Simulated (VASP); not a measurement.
A run of VASP 6.6.1 is set up as follows.

File INCAR:

```
PREC = Accurate ; ENCUT = 520
EDIFF = 1E-6 ; ISMEAR = -1
SIGMA = 0.15 ; LREAL = F
LASPH = T ; NELM = 100
ALGO = Normal ; ISIF = 2
LWAVE = F ; LCHARG = F
GGA = PE ; NBANDS = 88
```

File KPOINTS:

```
Automatic mesh
0
Gamma
  2 2 1
```

File POSCAR:

```
Zn12Cl
1.0
    5.3200000000      0.0000000000      0.0000000000
    2.6600000000      4.6072550000      0.0000000000
    0.0000000000      0.0000000000     17.9369600000
Zn Cl
12 1
Direct
    0.0000000000      0.0000000000      0.0557508073
    0.5000000000      0.0000000000      0.0557508073
    0.0000029844      0.4999940312      0.0557508073
    0.5000029844      0.4999940312      0.0557508073
   -0.1586304152      0.3235766199      0.1771927908
    0.3664527369      0.2864178345      0.1904113072
   -0.1311719103      0.8128701363      0.1994373629
    0.3480862273      0.8151057408      0.1852822329
   -0.0157170044      0.0366595728      0.3086085937
    0.5214126264      0.0020619653      0.3393830393
    0.0589351355      0.4746861200      0.3389147325
    0.5470767342      0.4972375091      0.2981441671
    0.7961489796      0.7420253492      0.4506616506
```

Potentials or basis: VASP PAW PBE potentials, release 64 (Zn, Cl).

Launch:

```console
$ cat potpaw_PBE.64/Zn/POTCAR potpaw_PBE.64/Cl/POTCAR > POTCAR
$ mpirun -np 1 vasp_std > vasp.out
```

What does it give for the band gap on the k mesh?

Zero (an odd number of electrons rules out a gap without spin polarisation).

Estimate the largest force.

1.243 eV/Å.

Forces on the atoms (eV/Å):
```
Zn  -0.136 -0.260 -0.058
Zn   0.182 -0.127 -0.009
Zn   0.148  0.218  0.033
Zn  -0.075  0.014  0.019
Zn   0.426  0.017  0.036
Zn  -0.298  0.431 -0.032
Zn  -0.503 -0.441 -0.012
Zn   0.131  0.201 -0.152
Zn   0.923 -0.796  0.243
Zn  -0.081 -0.175 -0.129
Zn  -0.133  0.366 -0.053
Zn  -0.598  0.520  0.542
Cl   0.013  0.034 -0.427
```

Caveat: the k points lie up to 0.68 Å⁻¹ apart, too coarse for converged energies and pressures of a metal; there is no dipole correction, which matters where the two faces differ.
